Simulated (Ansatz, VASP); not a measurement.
# Two plane-wave programs on NaH

Contents of POSCAR:

```
NaH
1.0
    0.0000000000      2.4400000000      2.4400000000
    2.4400000000      0.0000000000      2.4400000000
    2.4400000000      2.4400000000      0.0000000000
Na H
1 1
Direct
    0.0000000000      0.0000000000      0.0000000000
    0.5000000000      0.5000000000      0.5000000000
```

INCAR.step1

```
  PREC = Accurate
  ENCUT = 520
  EDIFF = 1E-5
  ISMEAR = -1
  SIGMA = 0.05
  LREAL = F
  LASPH = T
  NELM = 60
  ALGO = Normal
  ISIF = 2
  LWAVE = T
  GGA = PE
  NBANDS = 11
```

File INCAR.step2:

```
  PREC = Accurate
  ENCUT = 520
  EDIFF = 1E-6
  ISMEAR = -1
  SIGMA = 0.05
  LREAL = F
  LASPH = T
  NELM = 60
  ALGO = Normal
  ISIF = 2
  LWAVE = F
  LCHARG = T
  GGA = PE
  LHFCALC = T
  HFSCREEN = 0.2079
  PRECFOCK = Normal
  LELF = T
  LVHAR = T
  ISTART = 1
  NBANDS = 11
```

File KPOINTS:

```
regular mesh
0
Gamma
  6 6 6
```

Contents of input:

```
crystal:
  lattice:
    - [0.0, 2.44, 2.44]
    - [2.44, 0.0, 2.44]
    - [2.44, 2.44, 0.0]
  atoms:
    - { symbol: Na, position: [0.0, 0.0, 0.0] }
    - { symbol: H, position: [0.5, 0.5, 0.5] }
hamiltonian:
  xc: hse06
  pseudopotentials: { kind: paw }
kpoints:
  mp_grid: { grid: [6, 6, 6] }
  band_path:
    path:
      - [[0.0, 0.0, 0.0], [0.5, 0.0, 0.5], [0.5, 0.25, 0.75], [0.375, 0.375, 0.75], [0.0, 0.0, 0.0], [0.5, 0.5, 0.5], [0.625, 0.25, 0.625], [0.5, 0.25, 0.75], [0.5, 0.5, 0.5], [0.375, 0.375, 0.75]]
      - [[0.625, 0.25, 0.625], [0.5, 0.0, 0.5]]
    npoints: 4
scf:
  occupations: { method: fermi_dirac, width: 0.05 }
  n_extra_bands: 6
output:
  forces: true
  stress: true
  eigenvalues: true
  fatbands: false
```

Alike in both runs: functional HSE06; k mesh 6 × 6 × 6; occupations fermi-dirac, width 0.05 eV; no spin polarisation.

```csv
,VASP,Ansatz
version,VASP 6.6.1,Ansatz 0.2.0
potentials or method,"VASP PAW PBE potentials, release 64 (Na_pv, H)",Ansatz PAW
plane-wave cutoff (eV),520,420
valence electrons in the cell,8,10
task,single point,band structure
```

VASP gave:

| Property | Result |
| --- | --- |
| gap on the k mesh at the Fermi level (eV) | 4.78 |
| least direct gap on the mesh (eV) | 5.67 |
| pressure (GPa) | -1.0 |

Problem. Which values does Ansatz return?

Solution. gap on the k mesh at the Fermi level (eV): 4.79; least direct gap on the mesh (eV): 5.68; pressure (GPa): -1.0.

With one functional, cell and mesh, what is left measures potentials, basis and numerics. VASP's potentials hold 8 valence electrons a cell and Ansatz's 10, so a difference there can come from the potentials and not from the codes.
